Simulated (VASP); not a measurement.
Here is a VASP 6.6.1 calculation.

File POSCAR:

```
La2O3
1.0
    3.9307778800      0.0000000000      0.0000000000
   -1.9653889400      3.4041535000      0.0000000000
    0.0000000000      0.0000000000      6.1119535200
La O
2 3
Direct
    0.6666666667      0.3333333333      0.7537643200
    0.3333333333      0.6666666667      0.2462356800
    0.6666666667      0.3333333333      0.3541093500
    0.3333333333      0.6666666667      0.6458906500
    0.0000000000      0.0000000000      0.0000000000
```

File INCAR.step1:

```
SYSTEM = La2O3
PREC     = Accurate       ! precision mode
ENCUT    = 600            ! plane-wave cutoff, eV
ISMEAR   = 0              ! smearing method
SIGMA    = 0.01           ! smearing width, eV
LREAL    = .FALSE.        ! projectors in reciprocal space
LASPH    = .TRUE.         ! aspherical terms in the spheres
NELM     = 60             ! most SCF steps
GGA      = PE             ! functional
ALGO     = Normal         ! electronic algorithm
EDIFF    = 1E-4           ! SCF threshold, eV
LWAVE    = .TRUE.         ! write WAVECAR
LCHARG   = .FALSE.        ! write CHGCAR
```

File INCAR.step2:

```
SYSTEM = La2O3
PREC     = Accurate       ! precision mode
ENCUT    = 600            ! plane-wave cutoff, eV
EDIFF    = 1E-7           ! SCF threshold, eV
ISMEAR   = 0              ! smearing method
SIGMA    = 0.01           ! smearing width, eV
LREAL    = .FALSE.        ! projectors in reciprocal space
LASPH    = .TRUE.         ! aspherical terms in the spheres
NELM     = 60             ! most SCF steps
ALGO     = Normal         ! electronic algorithm
ISIF     = 3              ! what is computed and relaxed
LWAVE    = .FALSE.        ! write WAVECAR
LCHARG   = .FALSE.        ! write CHGCAR
METAGGA  = R2SCAN         ! meta-GGA
LMIXTAU  = .TRUE.       
IVDW     = 13             ! dispersion correction
VDW_S6   = 1.0          
VDW_S8   = 0.6018749    
VDW_A1   = 0.51559235   
VDW_A2   = 5.77342911   
IBRION   = 2              ! ionic algorithm
NSW      = 80             ! ionic steps
EDIFFG   = -0.01          ! ionic threshold
ISTART   = 1
```

KPOINTS

```
regular mesh
0
G
  6 6 4
  0 0 0
```

Potentials or basis: VASP PAW PBE potentials, release 64 (La, O).

Command:

```console
$ cat potpaw_PBE.64/La/POTCAR potpaw_PBE.64/O/POTCAR > POTCAR
$ cp INCAR.step1 INCAR
$ mpirun -np 1 vasp_std > vasp.out
$ cp INCAR.step2 INCAR
$ mpirun -np 1 vasp_std > vasp.out
```

Predict the dispersion energy per atom.

-0.093 eV.

Estimate the relaxed volume.

16.23 Å³/atom.

What does it give for the relaxed cell?

a = 3.924 Å, b = 3.924 Å, c = 6.085 Å, α = 90.00°, β = 90.00°, γ = 120.00°.

Forces in eV/Å, atoms in the order of the input:
```
La   0.000  0.000  0.002
La   0.000  0.000 -0.002
O    0.000  0.000 -0.001
O    0.000  0.000  0.001
O    0.000  0.000  0.000
```

Caveat: the PAW data sets were made with another functional, which shifts forces and pressure a little.
